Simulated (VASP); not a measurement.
Runs of VASP 6.6.1 on SiC. The structure is that of space group Cm (No. 8), or close to it. The cells are those of the table. 

| cell | gap on the mesh (eV) | pressure (GPa) | largest force (eV/Å) |
| --- | --- | --- | --- |
| a = 3.076, b = 3.076, c = 11.215 Å, angles 67.8, 67.8, 60.0°, 8 atoms | 2.07 | -3.8 | 1.46 |
| a = 3.076, b = 3.076, c = 10.563 Å, angles 75.2, 75.2, 60.0°, 8 atoms | 0.07 | -3.6 | (a) |
| a = 3.076, b = 3.076, c = 10.183 Å, angles 83.5, 83.5, 60.0°, 8 atoms | 0.13 | -4.9 | (c) |
| a = 3.076, b = 3.076, c = 10.858 Å, angles 71.4, 71.4, 60.0°, 8 atoms | (b) | (d) | 2.37 |
| a = 3.076, b = 3.076, c = 10.337 Å, angles 79.3, 79.3, 60.0°, 8 atoms | 0.24 | -5.0 | 1.03 |

Alike in all rows: task single point; level LDA; potentials or basis VASP PAW LDA potentials, release 64 (Si, C); no spin polarisation; k mesh 10 × 10 × 3; cutoff (eV) 520; smearing gaussian 0.05 eV.

Question: Fill in the values left out.

Answer: (a) 1.84; (b) 0.43; (c) 1.45; (d) -3.5.

Caveats: forces of over 1 eV/Å act on the atoms, so gaps and moduli don't describe the material at rest.

A k mesh can miss the band edges.
